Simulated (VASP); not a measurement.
# Ni (Fm-3m) in VASP: further runs, part 2 of 2

VASP 6.6.1. Earlier steps stand in the parts before.

## 3. Single point, PBE, collinear spin, ferromagnetic start

INCAR

```
  PREC = Accurate
  ENCUT = 520
  EDIFF = 1E-6
  ISMEAR = -1
  SIGMA = 0.03
  LREAL = False
  LASPH = True
  NELM = 150
  ALGO = Normal
  ISIF = 2
  LWAVE = False
  LCHARG = False
  ISPIN = 2
  MAGMOM = 0.672
  LORBIT = 11
  LMAXMIX = 4
  GGA = PE
  NBANDS = 15
```

KPOINTS

```
Automatic mesh
0
Gamma
  15 15 15
```

POSCAR

```
Ni
1.0
    0.0000000000      1.7596893266      1.7596893266
    1.7596893266      0.0000000000      1.7596893266
    1.7596893266      1.7596893266      0.0000000000
Ni
1
Direct
    0.0000000000      0.0000000000      0.0000000000
```

Potentials or basis: VASP PAW PBE potentials, release 64 (Ni).

Started as:

```console
$ cat potpaw_PBE.64/Ni/POTCAR > POTCAR
$ mpirun -np 1 vasp_std > vasp.out
```

OUTCAR:

```text
PREC = Accurate
   ENCUT = 520
   EDIFF = 1E-6
   ISMEAR = -1
   LREAL = False
   LASPH = True
   NELM = 150
   ISIF = 2
   ISPIN = 2
   LORBIT = 11
   GGA = PE

 ion  position               nearest neighbor table
   1  0.000  0.000  0.000-

  LATTYP: Found a face centered cubic cell.
 ALAT       =     3.5193786532

  Lattice vectors:

 A1 = (   0.0000000000,   1.7596893266,   1.7596893266)
 A2 = (   1.7596893266,   0.0000000000,   1.7596893266)
[... 1071 lines left out ...]
  -------------------------------------------------------------------------------------
  Total       -0.0118360     -0.0118360     -0.0118360      0.0000000      0.0000000     -0.0000000
  in kB       -1.7401127     -1.7401127     -1.7401127      0.0000000      0.0000000     -0.0000000
  external PRESSURE =      -1.7401127 kB  Pullay stress =       0.0000000 kB

 VOLUME and BASIS-vectors are now :
 -----------------------------------------------------------------------------
  energy-cutoff  :      520.00
  volume of cell :       10.90
      direct lattice vectors                 reciprocal lattice vectors
     0.000000000  1.759689327  1.759689327    -0.284141065  0.284141065  0.284141065
     1.759689327  0.000000000  1.759689327     0.284141065 -0.284141065  0.284141065
     1.759689327  1.759689327  0.000000000     0.284141065  0.284141065 -0.284141065

 POSITION                                       TOTAL-FORCE (eV/Angst)
 -----------------------------------------------------------------------------------
      0.00000      0.00000      0.00000        -0.000000      0.000000      0.000000
 -----------------------------------------------------------------------------------
    total drift:                                0.000000      0.000000      0.000000

  FREE ENERGIE OF THE ION-ELECTRON SYSTEM (eV)
  ---------------------------------------------------
  free  energy   TOTEN  =        -5.4741418797 eV

  energy  without entropy=       -5.4689614368  energy(sigma->0) =       -5.47155166

 total charge

# of ion       s       p       d       tot
------------------------------------------
    1        0.498   0.497   8.312   9.307

 magnetization (x)

# of ion       s       p       d       tot
------------------------------------------
    1       -0.006  -0.025   0.689   0.658
```

OSZICAR:

```text
N       E                     dE             d eps       ncg     rms          rms(c)
DAV:   1     0.320737224555E+02    0.32074E+02   -0.42177E+03  7629   0.856E+02
DAV:   2    -0.511492526052E+01   -0.37189E+02   -0.34452E+02  8138   0.161E+02
DAV:   3    -0.649330026516E+01   -0.13784E+01   -0.13684E+01  8909   0.302E+01
DAV:   4    -0.650159726282E+01   -0.82970E-02   -0.82959E-02  8650   0.224E+00
DAV:   5    -0.650169949328E+01   -0.10223E-03   -0.10223E-03  9136   0.226E-01    0.993E+00
DAV:   6    -0.581349571390E+01    0.68820E+00   -0.13581E+01 10392   0.402E+01    0.590E+00
DAV:   7    -0.549149551455E+01    0.32200E+00   -0.22926E+00  9582   0.151E+01    0.194E+00
DAV:   8    -0.547697526060E+01    0.14520E-01   -0.23896E-02  9023   0.106E+00    0.948E-01
DAV:   9    -0.547453679286E+01    0.24385E-02   -0.19938E-03 11799   0.289E-01    0.255E-01
DAV:  10    -0.547414766263E+01    0.38913E-03   -0.46644E-04 11819   0.115E-01    0.424E-02
DAV:  11    -0.547414059331E+01    0.70693E-05   -0.58031E-05 10099   0.664E-02    0.310E-02
DAV:  12    -0.547414222982E+01   -0.16365E-05   -0.27930E-06  7668   0.132E-02    0.102E-02
DAV:  13    -0.547414187965E+01    0.35016E-06   -0.61970E-07  6308   0.103E-02
   1 F= -.54741419E+01 E0= -.54715517E+01  d E =-.518044E-02  mag=     0.6453
```

stdout:

```text
POSCAR found type information on POSCAR Ni
 POSCAR found :  1 types and       1 ions
 scaLAPACK will be used
 LDA part: xc-table for (Slater+PW92), standard interpolation
 POSCAR, INCAR and KPOINTS ok, starting setup
 FFT: planning ... GRIDC
 FFT: planning ... GRID_SOFT
 FFT: planning ... GRID
 WAVECAR not read
 entering main loop
```

Run time: 44 s. Hardware: 1 thread of Intel Xeon Platinum 8259CL at 2.50GHz (Skylake/Cascade Lake), shared host; peak memory 0.15 GiB.

What came out:

| Quantity | Value |
| --- | --- |
| Free energy | -5.4741 eV |
| Pressure | -0.2 GPa |
| Net moment | 0.64 μB per cell |
| Site moments | Ni +0.66 μB |
| Valence electrons inside the program's atomic spheres | Ni 9.31 |

## 4. Single point, PBE, collinear spin, ferromagnetic start

INCAR

```
PREC = Accurate ; ENCUT = 520
EDIFF = 1E-6 ; ISMEAR = -1
SIGMA = 0.1 ; LREAL = False
LASPH = True ; NELM = 150
ALGO = Normal ; ISIF = 2
LWAVE = False ; LCHARG = False
ISPIN = 2 ; MAGMOM = 0.672
LORBIT = 11 ; LMAXMIX = 4
GGA = PE ; NBANDS = 15
```

KPOINTS

```
regular mesh
0
Gamma
  15 15 15
```

POSCAR is that of step 3.

Started as:

```console
$ cat potpaw_PBE.64/Ni/POTCAR > POTCAR
$ mpirun -np 1 vasp_std > vasp.out
```

Wall time 40 s (1 thread of Intel Xeon Platinum 8259CL at 2.50GHz (Skylake/Cascade Lake), shared host); peak memory 0.15 GiB.

Results (log left out):

| Item | Value |
| --- | --- |
| Free energy | -5.4989 eV |
| Pressure | 0.2 GPa |
| Net moment | 0.63 μB per cell |
| Site moments | Ni +0.64 μB |
| Valence electrons inside the program's atomic spheres | Ni 9.31 |

Levels at points of the mesh, in eV from the Fermi level:
Spin up:
```csv
k point,band 2,band 3,band 4,band 5,band 6,band 7,band 8,band 9
"(0.00, 0.00, 0.00)",-2.41,-2.41,-2.41,-1.25,-1.25,23.72,27.57,27.57
```
Spin down:
```tsv
k point	band 2	band 3	band 4	band 5	band 6	band 7	band 8	band 9
(0.00, 0.00, 0.00)	-1.67	-1.67	-1.67	-0.65	-0.65	23.56	27.55	27.55
```

## 5. Single point, PBE, collinear spin, ferromagnetic start

INCAR

```
SYSTEM = Ni
ALGO = Normal
EDIFF = 1E-6
ENCUT = 520
GGA = PE
ISIF = 2
ISMEAR = -1
ISPIN = 2
LASPH = .TRUE.
LCHARG = .FALSE.
LMAXMIX = 4
LORBIT = 11
LREAL = .FALSE.
LWAVE = .FALSE.
MAGMOM = 0.672
NBANDS = 15
NELM = 150
PREC = Accurate
SIGMA = 0.2
```

KPOINTS

```
k-points
0
G
  15 15 15
  0 0 0
```

POSCAR is that of step 4.

Potentials or basis: VASP PAW PBE potentials, release 64 (Ni).

Started as:

```console
$ cat potpaw_PBE.64/Ni/POTCAR > POTCAR
$ mpirun -np 1 vasp_std > vasp.out
```

OUTCAR:

```text
SYSTEM = Ni
   EDIFF = 1E-6
   ENCUT = 520
   GGA = PE
   ISIF = 2
   ISMEAR = -1
   ISPIN = 2
   LASPH = .TRUE.
   LORBIT = 11
   LREAL = .FALSE.
   NELM = 150
   PREC = Accurate

 ion  position               nearest neighbor table
   1  0.000  0.000  0.000-

  LATTYP: Found a face centered cubic cell.
 ALAT       =     3.5193786532

  Lattice vectors:

[... 1064 lines left out ...]
     15      50.4013      0.00000

 [... further k-points ...]
[... 5 lines left out ...]
  --------------------------------------------------------------------------------------
  -------------------------------------------------------------------------------------
  Total        0.0594507      0.0594507      0.0594507     -0.0000000     -0.0000000     -0.0000000
  in kB        8.7403619      8.7403619      8.7403619     -0.0000000     -0.0000000     -0.0000000
  external PRESSURE =       8.7403619 kB  Pullay stress =       0.0000000 kB

 VOLUME and BASIS-vectors are now :
 -----------------------------------------------------------------------------
  energy-cutoff  :      520.00
  volume of cell :       10.90
      direct lattice vectors                 reciprocal lattice vectors
     0.000000000  1.759689327  1.759689327    -0.284141065  0.284141065  0.284141065
     1.759689327  0.000000000  1.759689327     0.284141065 -0.284141065  0.284141065
     1.759689327  1.759689327  0.000000000     0.284141065  0.284141065 -0.284141065

 POSITION                                       TOTAL-FORCE (eV/Angst)
 -----------------------------------------------------------------------------------
      0.00000      0.00000      0.00000         0.000000      0.000000      0.000000
 -----------------------------------------------------------------------------------
    total drift:                                0.000000     -0.000000      0.000000

  FREE ENERGIE OF THE ION-ELECTRON SYSTEM (eV)
  ---------------------------------------------------
  free  energy   TOTEN  =        -5.5789600865 eV

  energy  without entropy=       -5.3613005229  energy(sigma->0) =       -5.47013030

 total charge

# of ion       s       p       d       tot
------------------------------------------
    1        0.497   0.496   8.315   9.308

 magnetization (x)

# of ion       s       p       d       tot
------------------------------------------
    1       -0.005  -0.017   0.506   0.484
```

OSZICAR:

```text
N       E                     dE             d eps       ncg     rms          rms(c)
DAV:   1     0.320414375443E+02    0.32041E+02   -0.42177E+03  7629   0.856E+02
DAV:   2    -0.522623821820E+01   -0.37268E+02   -0.34491E+02  8138   0.161E+02
DAV:   3    -0.660628846082E+01   -0.13801E+01   -0.13672E+01  8909   0.302E+01
DAV:   4    -0.661461399482E+01   -0.83255E-02   -0.83242E-02  8650   0.225E+00
DAV:   5    -0.661471652123E+01   -0.10253E-03   -0.10253E-03  9136   0.227E-01    0.984E+00
DAV:   6    -0.592950683110E+01    0.68521E+00   -0.13412E+01 10413   0.402E+01    0.590E+00
DAV:   7    -0.559682836667E+01    0.33268E+00   -0.23863E+00  9631   0.152E+01    0.185E+00
DAV:   8    -0.558125568478E+01    0.15573E-01   -0.25640E-02  9136   0.111E+00    0.799E-01
DAV:   9    -0.557946013196E+01    0.17956E-02   -0.11168E-03 11903   0.199E-01    0.243E-01
DAV:  10    -0.557895355170E+01    0.50658E-03   -0.65689E-04 11398   0.133E-01    0.450E-02
DAV:  11    -0.557896009661E+01   -0.65449E-05   -0.84687E-06  8024   0.251E-02    0.203E-02
DAV:  12    -0.557896008653E+01    0.10081E-07   -0.77816E-07  8068   0.920E-03
   1 F= -.55789601E+01 E0= -.54701303E+01  d E =-.217660E+00  mag=     0.4764
```

stdout:

```text
POSCAR found type information on POSCAR Ni
 POSCAR found :  1 types and       1 ions
 scaLAPACK will be used
 LDA part: xc-table for (Slater+PW92), standard interpolation
 POSCAR, INCAR and KPOINTS ok, starting setup
 FFT: planning ... GRIDC
 FFT: planning ... GRID_SOFT
 FFT: planning ... GRID
 WAVECAR not read
 entering main loop
```

Wall time 44 s (1 thread of Intel Xeon Platinum 8259CL at 2.50GHz (Skylake/Cascade Lake), shared host); peak memory 0.15 GiB.

What came out:

| Item | Value |
| --- | --- |
| Free energy | -5.5790 eV |
| Pressure | 0.9 GPa |
| Net moment | 0.48 μB per cell |
| Site moments | Ni +0.48 μB |
| Valence electrons inside the program's atomic spheres | Ni 9.31 |

Levels at points of the mesh, in eV from the Fermi level:
Spin up:
| k point | band 2 | band 3 | band 4 | band 5 | band 6 | band 7 | band 8 | band 9 |
| --- | --- | --- | --- | --- | --- | --- | --- | --- |
| (0.00, 0.00, 0.00) | -2.28 | -2.28 | -2.28 | -1.17 | -1.17 | 23.72 | 27.58 | 27.58 |
Spin down:
```
           k point  band 1  band 2  band 3  band 4  band 5  band 6  band 7  band 8  band 9  band 10
(0.00, 0.00, 0.00)   -9.00   -1.74   -1.74   -1.74   -0.69   -0.69   23.60   27.58   27.58    27.58
```

## 6. Overview

```tsv
smearing	gap on the mesh (eV)	pressure (GPa)	moment (μB)
fermi-dirac 0.01 eV	none	-0.1	0.64
fermi-dirac 0.03 eV	none	-0.2	0.64
fermi-dirac 0.1 eV	none	0.2	0.63
fermi-dirac 0.2 eV	none	0.9	0.48
```

Alike in all rows: task single point; level PBE; potentials or basis VASP PAW PBE potentials, release 64 (Ni); spin collinear, ferromagnetic start; cell as given; k mesh 15 × 15 × 15; cutoff (eV) 520.

Every run on the cell as given and a fine mesh finds a metal.

Absolute energies hang on the potentials; compare differences alone.
